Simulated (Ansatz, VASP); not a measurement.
Two plane-wave programs on AlCu3

```xyz
4
Lattice="3.5890 0.0000 0.0000 0.0000 3.5890 0.0000 0.0000 0.0000 3.5890" Properties=species:S:1:pos:R:3 pbc="T T T"
Al    0.0000    0.0000    0.0000
Cu    1.7945    1.7753    0.0000
Cu    1.7945    0.0000    1.7945
Cu    0.0000    1.8137    1.7945
```

Change from the starting cell: mode 5 frozen in at -0.019 Å, equal normal strain along x, y and z +0.0000.

Alike in both runs: task single point; functional LDA; k mesh 12 × 12 × 12; occupations gaussian, width 0.15 eV; no spin polarisation.

|  | VASP | Ansatz |
| --- | --- | --- |
| version | VASP 6.6.1 | Ansatz 0.2.0 |
| potentials or method | VASP PAW LDA potentials, release 64 (Al, Cu), cutoff 520 eV | scalar-relativistic, plane waves, PAW |
| valence electrons in the cell | 36 | 60 |

Ansatz gave:

* gap on the k mesh at the Fermi level (eV): none
* pressure (GPa): 0.0
* rms of the force components (eV/Å): 0.051

Question: Estimate VASP's values.

Answer: gap on the k mesh at the Fermi level (eV): none; pressure (GPa): 0.6; rms of the force components (eV/Å): 0.052.

Ansatz warns that its potentials were made for another functional, while VASP's fit it. LDA's correlation is that of Perdew and Zunger in VASP and of Perdew and Wang (1992) in Ansatz. Atom by atom the forces differ by 0.000 eV/Å (rms over components). A gap of «none» marks a metal or a gap that the smearing closes. VASP's potentials hold 36 valence electrons a cell and Ansatz's 60, so a difference there can come from the potentials and not from the codes.
